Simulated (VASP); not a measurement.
# GaN in VASP: single point with PBEsol

Aim: the single point of GaN with PBEsol.

Everything below comes from runs of VASP 6.6.1. Logs are shortened: lines on timing, memory, paths and dates and some standing lists are left out, and cuts for length are marked.

### Step 1. The cell of the first run

The cell holds a slab with vacuum, 8 atoms: a = 3.183 Å, b = 3.183 Å, c = 32.731 Å, α = 90.00°, β = 90.00°, γ = 120.00°.

### Step 2. Single point, PBEsol

Contents of INCAR:

```
SYSTEM = GaN
PREC = Accurate
ENCUT = 520
EDIFF = 1E-6
ISMEAR = 0
SIGMA = 0.1
LREAL = .False.
LASPH = .True.
NELM = 100
ALGO = Normal
ISIF = 2
LWAVE = .False.
LCHARG = .False.
LDIPOL = .True.
IDIPOL = 3
DIPOL = 0.5 0.5 0.363
GGA = PS
NBANDS = 46
```

Contents of KPOINTS:

```
Automatic mesh
0
Gamma
  12 12 1
  0 0 0
```

Contents of POSCAR:

```
GaN
1.0
    3.1825784893      0.0000000000      0.0000000000
   -1.5912892447      2.7561938213      0.0000000000
    0.0000000000      0.0000000000     32.7309418955
N Ga
4 4
Direct
    0.5978146524      0.4021853476      0.2405367062
    0.2628394654      0.7371605346      0.3144583223
    0.5954708348      0.4045291652      0.3924033915
    0.2612558095      0.7387441905      0.4710851276
    0.2644668526      0.7355331474      0.2510714447
    0.5961899993      0.4038100007      0.3309074387
    0.2621408817      0.7378591183      0.4101447035
    0.5945957982      0.4054042018      0.4908649648
```

Potentials or basis: VASP PAW PBE potentials, release 64 (N, Ga_d).

The run is started by

```bash
> cat potpaw_PBE.64/N/POTCAR potpaw_PBE.64/Ga_d/POTCAR > POTCAR
> mpirun -np 1 vasp_std > vasp.out
```

OUTCAR:

```text
SYSTEM = GaN
   PREC = Accurate
   ENCUT = 520
   EDIFF = 1E-6
   ISMEAR = 0
   LREAL = .False.
   LASPH = .True.
   NELM = 100
   ISIF = 2
   GGA = PS

 ion  position               nearest neighbor table
   1  0.598  0.402  0.241-   5 1.87   5 1.87   5 1.87
   2  0.263  0.737  0.314-   6 1.91   6 1.91   6 1.91   5 2.07
   3  0.595  0.405  0.392-   7 1.93   7 1.93   7 1.93   6 2.01
   4  0.261  0.739  0.471-   8 1.95   8 1.95   8 1.95   7 1.99
   5  0.264  0.736  0.251-   1 1.87   1 1.87   1 1.87   2 2.07
   6  0.596  0.404  0.331-   2 1.91   2 1.91   2 1.91   3 2.01
   7  0.262  0.738  0.410-   3 1.93   3 1.93   3 1.93   4 1.99
   8  0.595  0.405  0.491-   4 1.95   4 1.95   4 1.95

  LATTYP: Found a hexagonal cell.
 ALAT       =     3.1825784893
 C/A-ratio  =    10.2844099542

  Lattice vectors:

 A1 = (   3.1825784893,   0.0000000000,   0.0000000000)
 A2 = (  -1.5912892447,   2.7561938213,   0.0000000000)
 A3 = (   0.0000000000,   0.0000000000,  32.7309418955)

Analysis of symmetry for initial positions (statically):
=====================================================================
 Subroutine PRICEL returns:
 Original cell was already a primitive cell.

 Routine SETGRP: Setting up the symmetry group for a
 hexagonal supercell.

 Subroutine GETGRP returns: Found  2 space group operations
 (whereof  2 operations were pure point group operations)
 out of a pool of 24 trial point group operations.

The static configuration has the point symmetry C_1h.

Analysis of symmetry for dynamics (positions and initial velocities):
=====================================================================
 Subroutine PRICEL returns:
 Original cell was already a primitive cell.

 Routine SETGRP: Setting up the symmetry group for a
 hexagonal supercell.

 Subroutine GETGRP returns: Found  2 space group operations
 (whereof  2 operations were pure point group operations)
 out of a pool of 24 trial point group operations.

The dynamic configuration has the point symmetry C_1h.

 Subroutine INISYM returns: Found  2 space group operations
 (whereof  2 operations are pure point group operations),
 and found     1 'primitive' translations

----------------------------------------------------------------------------------------

                                     Primitive cell

  volume of cell :     287.1094

  direct lattice vectors                    reciprocal lattice vectors
     3.182578489  0.000000000  0.000000000     0.314210632  0.181409593  0.000000000
    -1.591289245  2.756193821  0.000000000     0.000000000  0.362819186  0.000000000
     0.000000000  0.000000000 32.730941896     0.000000000  0.000000000  0.030552130

  length of vectors
     3.182578489  3.182578489 32.730941896     0.362819186  0.362819186  0.030552130

  position of ions in fractional coordinates (direct lattice)
     0.597814652  0.402185348  0.240536706
     0.262839465  0.737160535  0.314458322
     0.595470835  0.404529165  0.392403391
     0.261255809  0.738744191  0.471085128
     0.264466853  0.735533147  0.251071445
     0.596189999  0.403810001  0.330907439
     0.262140882  0.737859118  0.410144704
     0.594595798  0.405404202  0.490864965

  ion indices of the primitive-cell ions
   primitive index   ion index
                 1           1
                 2           2
                 3           3
                 4           4
                 5           5
                 6           6
                 7           7
                 8           8

----------------------------------------------------------------------------------------

 KPOINTS: Automatic mesh

Automatic generation of k-mesh.
 Grid dimensions read from file:
 generate k-points for:   12   12    1

 Generating k-lattice:

  Cartesian coordinates                     Fractional coordinates (reciprocal lattice)
     0.026184219  0.015117466  0.000000000     0.083333333  0.000000000  0.000000000
     0.000000000  0.030234932  0.000000000     0.000000000  0.083333333  0.000000000
     0.000000000  0.000000000  0.030552130     0.000000000  0.000000000  1.000000000

  Length of vectors
     0.030234932  0.030234932  0.030552130

  Shift w.r.t. Gamma in fractional coordinates (k-lattice)
     0.000000000  0.000000000  0.000000000

 Subroutine IBZKPT returns following result:
 ===========================================

 Found     43 irreducible k-points:

 Following reciprocal coordinates:
            Coordinates               Weight
  0.000000  0.000000  0.000000      1.000000
  0.083333 -0.000000  0.000000      4.000000
 -0.083333  0.083333  0.000000      2.000000
  0.166667 -0.000000  0.000000      4.000000
 -0.166667  0.166667  0.000000      2.000000
  0.250000 -0.000000  0.000000      4.000000
[... 16 lines left out ...]
 -0.083333  0.416667  0.000000      4.000000
 -0.416667  0.333333  0.000000      4.000000
 [... further k-points ...]
   k-points           NKPTS =     43   k-points in BZ     NKDIM =     43   number of bands    NBANDS=     46
   number of dos      NEDOS =    301   number of ions     NIONS =      8
   total plane-waves  NPLWV = 144000
   dimension x,y,z NGX =    24 NGY =   24 NGZ =  250
   dimension x,y,z NGXF=    48 NGYF=   48 NGZF=  500
   ions per type =               4   4
   NGX,Y,Z   is equivalent  to a cutoff of  12.54, 12.54, 12.70 a.u.
   NGXF,Y,Z  is equivalent  to a cutoff of  25.07, 25.07, 25.40 a.u.
 SYSTEM =  GaN
   PREC   = accura    normal or accurate (medium, high low for compatibility)
   ISTART =      0    job   : 0-new  1-cont  2-samecut
   ICHARG =      2    charge: 1-file 2-atom 10-const
   ISPIN  =      1    spin polarized calculation?
   LNONCOLLINEAR =      F non collinear calculations
   LSORBIT =      F    spin-orbit coupling
   LASPH  =      T    aspherical Exc in radial PAW
   ENCUT  =  520.0 eV  38.22 Ry    6.18 a.u.   5.92  5.92 60.86*2*pi/ulx,y,z
   NELM   =    100;   NELMIN=  2; NELMDL= -5     # of ELM steps
   EDIFF  = 0.1E-05   stopping-criterion for ELM
   LREAL  =      F    real-space projection
   EDIFFG = 0.1E-04   stopping-criterion for IOM
   NSW    =      0    number of steps for IOM
[... 5 lines left out ...]
   TEBEG  =    0.0;   TEEND  =   0.0 temperature during run
   PSTRESS=    0.0 pullay stress
   NELECT =      72.0000    total number of electrons
   NUPDOWN=      -1.0000    fix difference up-down
   EMIN   =  10.00;   EMAX   =-10.00  energy-range for DOS
   EFERMI =   0.00;   METHOD = LEGACY
   ISMEAR =     0;   SIGMA  =   0.10  broadening in eV -4-tet -1-fermi 0-gaus
   EFERMI_NEDOS =   21; number of points for ismear=-14 and -15
   IALGO  =     38    algorithm
   IMIX   =      4    mixing-type and parameters
     AMIX     =   0.40;   BMIX     =  1.00
     AMIX_MAG =   1.60;   BMIX_MAG =  1.00
  volume/ion in A,a.u.               =      35.89       242.19
  Fermi-wavevector in a.u.,A,eV,Ry     =   1.032373  1.950902 14.501001  1.065794
  Thomas-Fermi vector in A             =   2.166567
   LORBIT       =      0    0 simple, 1 ext, 2 COOP (PROOUT), +10 PAW based schemes
   GGA     = PS    functional components
   LHFCALC =     F    Hartree Fock is set to
   AEXX    =    0.0000 exact exchange contribution
   IVDW    =     0    specifies the selected vdW correction
   LEPSILON=     F    determine dielectric tensor
   LRPA    =     F    only Hartree local field effects (RPA)
 non-spin polarized calculation
 Gauss-broadening in eV      SIGMA  =   0.10
  energy-cutoff  :      520.00
  volume of cell :      287.11
 maximum number of plane-waves:      7783
   NGX = 11   NGY = 11   NGZ =121

 dipolmoment           0.000000      0.000000      0.000453 electrons x Angstroem

 number of electron      72.0000016 magnetization

 dipolmoment           0.000000      0.000000     -0.118156 electrons x Angstroem

 Free energy of the ion-electron system (eV)
  ---------------------------------------------------
  ext. energy  EPLUGINS =         0.00000000
  ---------------------------------------------------
  free energy    TOTEN  =       -49.27376108 eV

  energy without entropy =      -49.22802420  energy(sigma->0) =      -49.25089264

 E-fermi :  -1.6940     XC(G=0):  -4.3197

 val. band max:       -1.7078539608   @ k =  -0.0833   0.2500   0.0000
 cond. band min:      -1.6850046288   @ k =  -0.1667   0.1667   0.0000
 fundamental gap:      0.0228493320
 Fermi energy:        -1.6940024189

 k-point     1 :       0.0000    0.0000    0.0000
  band No.  band energies     occupation
      1     -19.0421      2.00000
      2     -18.2430      2.00000
      3     -17.4453      2.00000
      4     -17.1992      2.00000
      5     -17.1991      2.00000
      6     -17.0094      2.00000
[... 38 lines left out ...]
     45       4.5877      0.00000
     46       5.1464      0.00000

 k-point     2 :       0.0833   -0.0000    0.0000
  band No.  band energies     occupation
      1     -18.9916      2.00000
      2     -18.1958      2.00000
      3     -17.3939      2.00000
      4     -17.2036      2.00000
      5     -17.1898      2.00000
      6     -17.0211      2.00000
[... 38 lines left out ...]
     45       4.7267      0.00000
     46       5.2438      0.00000

 k-point     3 :      -0.0833    0.0833    0.0000
  band No.  band energies     occupation
      1     -18.9916      2.00000
      2     -18.1958      2.00000
      3     -17.3939      2.00000
      4     -17.2037      2.00000
      5     -17.1897      2.00000
      6     -17.0210      2.00000
[... 1018 lines left out ...]
     45       5.5755      0.00000
     46       5.9308      0.00000

 k-point    24 :      -0.4167    0.3333    0.0000
  band No.  band energies     occupation
      1     -18.5646      2.00000
      2     -17.7363      2.00000
      3     -17.1648      2.00000
      4     -17.1344      2.00000
      5     -17.0464      2.00000
      6     -16.9222      2.00000
[... 38 lines left out ...]
     45       5.5767      0.00000
     46       5.9381      0.00000

 [... further k-points ...]

------------------------ aborting loop because EDIFF is reached ----------------------------------------

 vacuum level on the upper side and lower side of the slab       (xc-potential included)        -1.220         1.185

  FORCE on cell =-STRESS in cart. coord.  units (eV):
  Direction    XX          YY          ZZ          XY          YZ          ZX
  --------------------------------------------------------------------------------------
  -------------------------------------------------------------------------------------
  Total        1.2737636      1.2849474      0.4251927      0.0096854     -0.0275897      0.0477868
  in kB        7.1080757      7.1704853      2.3727338      0.0540483     -0.1539608      0.2666680
  external PRESSURE =       5.5504316 kB  Pullay stress =       0.0000000 kB

 VOLUME and BASIS-vectors are now :
 -----------------------------------------------------------------------------
  energy-cutoff  :      520.00
  volume of cell :      287.11
      direct lattice vectors                 reciprocal lattice vectors
     3.182578489  0.000000000  0.000000000     0.314210632  0.181409593  0.000000000
    -1.591289245  2.756193821  0.000000000     0.000000000  0.362819186  0.000000000
     0.000000000  0.000000000 32.730941896     0.000000000  0.000000000  0.030552130

 POSITION                                       TOTAL-FORCE (eV/Angst)
 -----------------------------------------------------------------------------------
      1.26260      1.10850      7.87299        -0.003938      0.002274      0.062638
     -0.33653      2.03176     10.29252         0.005332     -0.003078      0.337219
      1.25141      1.11496     12.84373         0.002860     -0.001651      0.412675
     -0.34409      2.03612     15.41906         0.005307     -0.003064      0.937565
     -0.32876      2.02727      8.21780        -0.005404      0.003120     -0.165881
      1.25484      1.11298     10.83091        -0.001964      0.001134     -0.375257
     -0.33986      2.03368     13.42442        -0.002923      0.001687     -0.606377
      1.24723      1.11737     16.06647         0.000732     -0.000422     -0.602582
 -----------------------------------------------------------------------------------
    total drift:                                0.000485     -0.000281      0.003581

  FREE ENERGIE OF THE ION-ELECTRON SYSTEM (eV)
  ---------------------------------------------------
  free  energy   TOTEN  =       -49.2737610828 eV

  energy  without entropy=      -49.2280242019  energy(sigma->0) =      -49.25089264

 vacuum level on the upper side and lower side of the slab         2.274         4.783
```

Wall time 71 min (1 thread of Intel Xeon 8259CL, shared host); peak memory 0.65 GiB.

Results:

| Quantity | Value |
| --- | --- |
| Free energy | -49.2738 eV |
| Largest force | 0.938 eV/Å |
| Band gap on the k mesh | zero (bands 36 and 37 overlap by 0.12 eV) |

Forces on the atoms (eV/Å):
```
N   -0.004  0.002  0.063
N    0.005 -0.003  0.337
N    0.003 -0.002  0.413
N    0.005 -0.003  0.938
Ga  -0.005  0.003 -0.166
Ga  -0.002  0.001 -0.375
Ga  -0.003  0.002 -0.606
Ga   0.001  0.000 -0.603
```

Levels at points of the mesh, in eV from the Fermi level:
```tsv
k point	band 34	band 35	band 36	band 37	band 38	band 39
(0.00, 0.00, 0.00)	-0.78	-0.09	0.06	0.06	2.27	2.80
(0.50, 0.00, 0.00)	-1.98	-1.46	-0.15	0.38	2.65	3.97
(0.50, 0.50, 0.00)	-1.99	-1.46	-0.15	0.38	2.65	3.97
```

Caveat: the PAW data sets were made with another functional, which shifts forces and pressure a little.

The gap in the log of VASP goes by the Fermi energy; the results here count the filled bands.